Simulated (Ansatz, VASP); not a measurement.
# Two plane-wave programs on CaSe

```
Ca Se
1.0
     0.00000    3.30000    3.30000
     3.30000    0.00000    3.30000
     3.30000    3.30000    0.00000
Ca Se
1 1
Direct
  0.00000 0.00000 0.00000
  0.75000 0.75000 0.75000
```

Alike in both runs: task single point; functional PBE; k mesh 2 × 2 × 2; occupations gaussian, width 0.1 eV; no spin polarisation.

|  | VASP | Ansatz |
| --- | --- | --- |
| version | VASP 6.6.1 | Ansatz 0.2.0 |
| potentials or method | VASP PAW PBE potentials, release 64 (Ca_sv, Se), cutoff 500 eV | scalar-relativistic, plane waves, PAW |
| valence electrons in the cell | 16 | 26 |

|  | VASP | Ansatz | Ansatz less VASP |
| --- | --- | --- | --- |
| gap on the k mesh at the Fermi level (eV) | 3.15 | 3.15 | +0.001 |
| least direct gap on the mesh (eV) | 3.23 | 3.23 | 0.000 |
| pressure (GPa) | 0.4 | 0.3 | -0.10 |

With one functional, cell and mesh, what is left measures potentials, basis and numerics. VASP's potentials hold 16 valence electrons a cell and Ansatz's 26, so a difference there can come from the potentials and not from the codes.

The k mesh is coarse, so the values compare programs but aren't converged.
